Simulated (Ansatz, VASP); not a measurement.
## One calculation of WC, two programs

```xyz
2
Lattice="2.8836 0.0000 0.0000 -1.4418 2.4973 0.0000 0.0000 0.0000 2.8125" Properties=species:S:1:pos:R:3 pbc="T T T"
W     0.0000    0.0000    0.0000
C     1.4418    0.8324    1.4062
```

Alike in both runs: functional LDA; k mesh 18 × 18 × 14; occupations gaussian, width 0.1 eV; no spin polarisation.

Ansatz relaxed the structure, and its values are those at the end. VASP's run is a single point on that final structure, the one shown.

|  | VASP | Ansatz |
| --- | --- | --- |
| version | VASP 6.6.1 | Ansatz 0.2.0 |
| potentials or method | VASP PAW LDA potentials, release 64 (W_sv, C), cutoff 520 eV | scalar-relativistic, plane waves, PAW |
| valence electrons in the cell | 18 | 18 |

Ansatz gave:

- gap on the k mesh at the Fermi level (eV): none
- pressure (GPa): 0.0

Problem. Which values does VASP return?

Solution. gap on the k mesh at the Fermi level (eV): none; pressure (GPa): 2.7.

LDA's correlation is that of Perdew and Zunger in VASP and of Perdew and Wang (1992) in Ansatz. A gap of «none» marks a metal or a gap that the smearing closes.

Spin-orbit coupling is off throughout.
